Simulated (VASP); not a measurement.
Runs of VASP 6.6.1 on ZnS. The structure is that of space group F-43m (No. 216), or close to it. The cells are those of the table. 

```csv
task,level,potentials or basis,cell,cutoff (eV),smearing,gap on the mesh (eV),pressure (GPa),relaxed volume (Å³/atom)
single point,LDA,"VASP PAW LDA potentials, release 64 (Zn, S)","a = 3.810 Å, angles 60.0°, 2 atoms",520,gaussian 0.01 eV,1.93,(b),-
single point,PBEsol,"VASP PAW PBE potentials, release 64 (Zn, S)","a = 3.788 Å, angles 60.0°, 2 atoms",520,fermi-dirac 0.02 eV,2.09,0.2,-
relaxation of cell and atoms,PBEsol,"VASP PAW PBE potentials, release 64 (Zn, S)","relaxed from a = 3.849 Å, angles 60.0°, 2 atoms",600,fermi-dirac 0.02 eV,(a),0.0,19.28
relaxation of cell and atoms,LDA,"VASP PAW LDA potentials, release 64 (Zn, S)","relaxed from a = 3.849 Å, angles 60.0°, 2 atoms",600,fermi-dirac 0.02 eV,2.15,0.0,18.62
single point,LDA,"VASP PAW LDA potentials, release 64 (Zn, S)","a = 3.745 Å, angles 60.0°, 2 atoms",520,fermi-dirac 0.02 eV,2.16,0.2,-
single point,PBE,"VASP PAW PBE potentials, release 64 (Zn, S)","a = 3.810 Å, angles 60.0°, 2 atoms",520,fermi-dirac 0.02 eV,2.15,2.5,-
```

Alike in all rows: no spin polarisation; k mesh 8 × 8 × 8.

Fill in the values left out.

(a) 2.08; (b) -3.8.

Caveats: the PAW data sets were made with another functional, which shifts forces and pressure a little (some runs).

